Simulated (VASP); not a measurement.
A run of VASP 6.6.1 is set up as follows.

The input INCAR:

```
PREC = Accurate
ENCUT = 600
EDIFF = 1E-7
ISMEAR = 0
SIGMA = 0.1
LREAL = F
LASPH = T
NELM = 100
ALGO = Normal
ISIF = 3
LWAVE = F
LCHARG = F
GGA = PE
IBRION = 2
NSW = 100
EDIFFG = -0.01
```

The input KPOINTS:

```
regular mesh
0
Gamma
  18 18 10
```

File POSCAR:

```
LiCa
1.0
    3.7288080800      0.0000000000      0.0000000000
   -1.8644040400      3.2292425200      0.0000000000
    0.0000000000      0.0000000000      5.3694754700
Li Ca
1 1
Direct
    0.0000000000      0.0000000000      0.0000000000
    0.3333333300      0.6666666700      0.5000000000
```

Potentials or basis: VASP PAW PBE potentials, release 64 (Li_sv, Ca_sv).

Command:

```sh
$ cat potpaw_PBE.64/Li_sv/POTCAR potpaw_PBE.64/Ca_sv/POTCAR > POTCAR
$ mpirun -np 1 vasp_std > vasp.out
```

(1) Predict the relaxed volume.

(2) Predict the relaxed cell.

Results:

(1) 33.52 Å³/atom.

(2) a = 3.788 Å, b = 3.788 Å, c = 5.394 Å, α = 90.00°, β = 90.00°, γ = 120.00°.

Caveat: the cutoff is under 1.25 times the usual one of these potentials, so pressure, stress and relaxed cells hold a basis-set (Pulay) error.
